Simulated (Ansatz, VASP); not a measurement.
## CrO2: VASP beside Ansatz

```
Cr O
1.0
     2.84755   -0.02798    0.04452
    -1.44800    2.49692   -0.03716
     0.08256   -0.03189    5.39015
Cr O
1 2
Direct
  0.00507 0.00026 0.00489
  0.33209 0.65588 0.16577
  0.66284 0.34385 0.82934
```

Change from the starting cell: all atoms moved at random (sigma 0.03 Å), cell strained at random (1 %).

Alike in both runs: task single point; functional PBE; k mesh 14 × 14 × 6; occupations gaussian, width 0.05 eV; collinear spin.

```csv
,VASP,Ansatz
version,VASP 6.6.1,Ansatz 0.2.0
potentials or method,"VASP PAW PBE potentials, release 64 (Cr_pv, O), cutoff 520 eV","scalar-relativistic, plane waves, PAW"
valence electrons in the cell,24,26
```

```tsv
	VASP	Ansatz	Ansatz less VASP
gap on the k mesh at the Fermi level (eV)	none	none	-
pressure (GPa)	12.7	12.0	-0.76
traceless stress, the component that is largest in VASP (GPa)	-5.91	-5.82	+0.084
rms of the force components (eV/Å)	0.831	0.798	-0.0323
net moment per atom (μB)	0.67	0.67	0.000
size of the moment on the site where the two differ most (μB)	2.04	1.66	-0.378
```

Site moments also hang on the region over which each program counts them. Atom by atom the forces differ by 0.037 eV/Å (rms over components). A gap of «none» marks a metal or a gap that the smearing closes. VASP's potentials hold 24 valence electrons a cell and Ansatz's 26, so a difference there can come from the potentials and not from the codes.
